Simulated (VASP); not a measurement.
Runs of VASP 6.6.1 on Sc2Cu3. The structure is that of space group Pm-3m (No. 221), or close to it. The cells are those of the table. The cell was built from a structure type or drawn by symmetry, and may not be a known phase.

```csv
task,spin,cell,k mesh,cutoff (eV),gap on the mesh (eV),pressure (GPa),relaxed volume (Å³/atom)
single point,off,"a = 4.664 Å, 5 atoms",8 × 8 × 8,520,none,0.3,-
relaxation of cell and atoms,off,"relaxed from a = 4.659 Å, 5 atoms",8 × 8 × 8,600,none,-0.1,(b)
relaxation of cell and atoms,off,"relaxed from a = 4.227 Å, 5 atoms",4 × 4 × 4,600,none,-0.1,20.46
single point,off,"a = 4.659 Å, 5 atoms",4 × 4 × 4,520,none,0.6,-
single point,off,"a = 4.227 Å, 5 atoms",4 × 4 × 4,520,none,31.7,-
single point,collinear,"a = 4.659 Å, 5 atoms",4 × 4 × 4,520,none,(a),-
```

Alike in all rows: level PBE; potentials or basis VASP PAW PBE potentials, release 64 (Sc_sv, Cu); smearing gaussian 0.1 eV.

Estimate the missing entries.

(a) 0.5; (b) 20.42.

Caveats: some runs use coarse meshes; the volume moved by over 15 % at a fixed basis, so the end points are rough (at least some runs).

A gap of «none» marks levels without a gap at the run's occupations.
